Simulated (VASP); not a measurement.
**H4C: relaxation of the atoms with PBE+D3(BJ)**

The system is H4C.

```xyz
40
Lattice="7.6835 0.0000 0.0000 0.0000 7.6835 0.0000 0.0000 0.0000 7.6835" Properties=species:S:1:pos:R:3 pbc="T T T"
C     4.1179    1.4634    7.1790
C     6.6729    2.7648    3.3909
C     2.7349    5.1790    0.2003
C     1.4409    6.1874    3.8634
C     1.6394    1.3923    1.7812
C     6.6315    7.1308    7.1641
C     3.6146    3.8953    3.0094
C     7.3217    3.6917    7.5520
H     4.7355    2.0614    7.8486
H     3.4864    0.7969    7.7658
H     4.7584    0.8736    6.5239
H     3.4913    2.1218    6.5779
H     6.7264    2.9726    4.4593
H     5.8720    2.0512    3.1994
H     7.6209    2.3458    3.0545
H     6.4724    3.6896    2.8506
H     2.3048    5.7000   -0.6547
H     3.7972    5.0103    0.0261
H     2.2320    4.2215    0.3327
H     2.6056    5.7843    1.0971
H     0.9418    5.8506    4.7716
H     0.7929    6.0098    3.0056
H     2.3724    5.6366    3.7352
H     1.6567    7.2527    3.9413
H     1.6416    1.9849    0.8668
H     0.7723    0.7324    1.7843
H     1.5939    2.0560    2.6442
H     2.5500    0.7957    1.8295
H     7.6373    6.9470    7.5410
H     5.9152    6.5456    7.7402
H     6.5780    6.8402    6.1153
H     6.3957    8.1903    7.2600
H     4.2220    4.7890    2.8684
H     2.8831    4.0739    3.7969
H     4.2561    3.0610    3.2918
H     3.0974    3.6575    2.0803
H     7.0909    4.1344    6.5834
H     6.4236    3.6794    8.1690
H     8.0937    4.2811    8.0460
H     7.6786    2.6721    7.4096
```

| Property | Result |
| --- | --- |
| Program | VASP 6.6.1 |
| Task | relaxation of the atoms |
| Functional | PBE |
| Dispersion | D3(BJ) |
| Potentials or basis | VASP PAW PBE potentials, release 64 (C, H) |
| Cutoff | 520 eV |
| k mesh | 1 × 1 × 1 |
| Occupations | fermi-dirac, width 0.02 eV |
| Spin | no spin polarisation |
| Dipole correction | no |
| Further INCAR settings | LREAL = Auto; ALGO = Normal; EDIFF = 1e-06; IBRION = 2; EDIFFG = -0.3; NSW = 35 |

* Energy gained by relaxing: 1.4 meV/atom
* Ionic steps: 4
* Pressure after relaxing: 1.0 GPa
* Largest force after relaxing: 0.250 eV/Å
* Band gap on the k mesh: 6.83 eV
* Dispersion energy per atom: -0.030 eV

Forces in eV/Å, atoms in the order of the input:
```
C   -0.011  0.156  0.035
C   -0.191  0.043  0.054
C    0.045  0.054 -0.017
C   -0.232  0.093  0.008
C    0.006 -0.029  0.001
C    0.019 -0.179 -0.047
C    0.083  0.171  0.021
C   -0.086 -0.037 -0.042
H   -0.125 -0.095 -0.152
H    0.046  0.002 -0.128
H   -0.097  0.088 -0.151
H   -0.062  0.048  0.019
H   -0.048 -0.019  0.033
H    0.131  0.025  0.030
H    0.061 -0.015  0.051
H    0.021 -0.083  0.081
H    0.043  0.018 -0.036
H   -0.009  0.092 -0.029
H    0.159  0.145 -0.095
H    0.022 -0.026 -0.140
H   -0.020  0.054 -0.031
H    0.022  0.066  0.117
H   -0.047  0.195  0.028
H   -0.129  0.093  0.053
H    0.034 -0.091  0.091
H    0.047 -0.002  0.002
H    0.102 -0.111 -0.059
H   -0.010 -0.058  0.024
H    0.044 -0.094 -0.019
H    0.128  0.089 -0.064
H    0.043  0.038  0.155
H    0.161 -0.050  0.051
H   -0.065 -0.193  0.091
H    0.033 -0.190  0.067
H    0.107 -0.181  0.043
H    0.028 -0.054  0.020
H   -0.017  0.008  0.024
H   -0.032 -0.035 -0.073
H   -0.152 -0.012  0.000
H   -0.054  0.076 -0.015
```

Stress tensor (GPa, compression positive):
```
 1.83 -0.98 -0.22
-0.98  0.80 -0.05
-0.22 -0.05  0.27
```

Step by step:
| step | energy change (eV) | largest force (eV/Å) | pressure (GPa) |
| --- | --- | --- | --- |
| 1 | 0.0000 | 0.4422 | 1.61 |
| 2 | -0.0151 | 0.9150 | 1.05 |
| 3 | -0.0244 | 0.4458 | 1.26 |
| 4 | -0.0544 | 0.2501 | 0.97 |

Final structure:
```
C H
1.0
     7.68347    0.00000    0.00000
     0.00000    7.68347    0.00000
     0.00000    0.00000    7.68347
C H
8 32
Direct
  0.53512 0.19094 0.93313
  0.86891 0.35996 0.44221
  0.35667 0.67536 0.02490
  0.18631 0.80689 0.50352
  0.21358 0.18004 0.23176
  0.86447 0.92779 0.93285
  0.47117 0.50526 0.39220
  0.95195 0.48034 0.98236
  0.61664 0.26872 0.02193
  0.45407 0.10293 0.01006
  0.61817 0.11426 0.84757
  0.45300 0.27759 0.85535
  0.87500 0.38687 0.58185
  0.76454 0.26589 0.41619
  0.99110 0.30543 0.39811
  0.84239 0.48069 0.37078
  0.29940 0.74259 0.91309
  0.49565 0.65223 0.00314
  0.29168 0.54963 0.04269
  0.33897 0.75330 0.14333
  0.12173 0.76100 0.62230
  0.10236 0.78197 0.39027
  0.30776 0.73625 0.48634
  0.21528 0.94577 0.51343
  0.21386 0.25849 0.11273
  0.09962 0.09444 0.23209
  0.20894 0.26729 0.34425
  0.33274 0.10278 0.23882
  0.99589 0.90318 0.98179
  0.76919 0.85166 0.00792
  0.85616 0.88999 0.79482
  0.83392 0.06566 0.94549
  0.55017 0.62361 0.37357
  0.37571 0.52764 0.49472
  0.55399 0.39751 0.42886
  0.40345 0.47583 0.27137
  0.92272 0.53893 0.85585
  0.83494 0.47861 0.06353
  0.05196 0.55736 0.04745
  0.99943 0.34714 0.96419
```

Levels at points of the mesh, in eV from the valence-band top:
```tsv
k point	band 29	band 30	band 31	band 32	band 33	band 34	band 35	band 36
(0.00, 0.00, 0.00)	-0.40	-0.33	-0.16	0.00	6.83	8.59	8.96	9.13
```

Run time: 4 min on 1 thread of Intel Xeon 8259CL (shared host), peak memory 0.51 GiB.

Caveat: the k points lie up to 0.82 Å⁻¹ apart; the relaxation stopped at a loose force limit of 0.3 eV/Å, so its end isn't a converged minimum.
